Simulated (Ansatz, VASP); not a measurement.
**Si: VASP beside Ansatz**

File INCAR:

```
PREC     = Accurate       # precision mode
ENCUT    = 600            # plane-wave cutoff, eV
EDIFF    = 1E-6           # SCF threshold, eV
ISMEAR   = 0              # smearing method
SIGMA    = 0.1            # smearing width, eV
LREAL    = F              # projectors in reciprocal space
LASPH    = T              # aspherical terms in the spheres
NELM     = 60             # most SCF steps
ALGO     = Normal         # electronic algorithm
ISIF     = 3              # what is computed and relaxed
LWAVE    = F              # write WAVECAR
LCHARG   = F              # write CHGCAR
GGA      = PE             # functional
IBRION   = 2              # ionic algorithm
NSW      = 100            # ionic steps
EDIFFG   = -0.01          # ionic threshold
```

File KPOINTS:

```
regular mesh
0
Gamma
  15 15 20
```

Contents of POSCAR:

```
Si
1.0
    4.0642501826      0.0000000000      0.0000000000
   -2.0321250913      3.5197439054      0.0000000000
    0.0000000000      0.0000000000      2.7386392872
Si
2
Direct
    0.3333333333      0.6666666667      0.5000000000
    0.6666666667      0.3333333333      0.5000000000
```

Input for Ansatz:

```yaml
crystal:
  lattice:
    - [4.0642501826, 0.0, 0.0]
    - [-2.0321250913, 3.5197439054, 0.0]
    - [0.0, 0.0, 2.7386392872]
  atoms:
    - { symbol: Si, position: [0.3333333333, 0.6666666667, 0.5] }
    - { symbol: Si, position: [0.6666666667, 0.3333333333, 0.5] }
basis:
  ecutwfc: 420
kpoints:
  mp_grid: { grid: [15, 15, 20] }
hamiltonian:
  xc: pbe
scf:
  occupations: { method: gaussian, width: 0.1 }
output:
  forces: true
  stress: true
  eigenvalues: true
relax:
  adjacent_minimum: "off"
  f_tol: 0.01
  max_steps: 80
  cell: { stress_tol: 0.05 }
```

Alike in both runs: task relaxation of cell and atoms; functional PBE; k mesh 15 × 15 × 20; occupations gaussian, width 0.1 eV; no spin polarisation.

|  | VASP | Ansatz |
| --- | --- | --- |
| version | VASP 6.6.1 | Ansatz 0.2.0 |
| potentials or method | VASP PAW PBE potentials, release 64 (Si), cutoff 600 eV | scalar-relativistic, plane waves, PAW |
| valence electrons in the cell | 8 | 8 |

Ansatz gave:

* gap on the k mesh at the Fermi level, each at its own relaxed structure (eV): none
* relaxed volume (Å³/atom): 19.52
* relaxed length of the cell vector where the two differ most in proportion (Å): 2.655

Question: Which values does VASP return?

Answer: gap on the k mesh at the Fermi level, each at its own relaxed structure (eV): none; relaxed volume (Å³/atom): 19.51; relaxed length of the cell vector where the two differ most in proportion (Å): 2.653.

A gap of «none» marks a metal or a gap that the smearing closes.
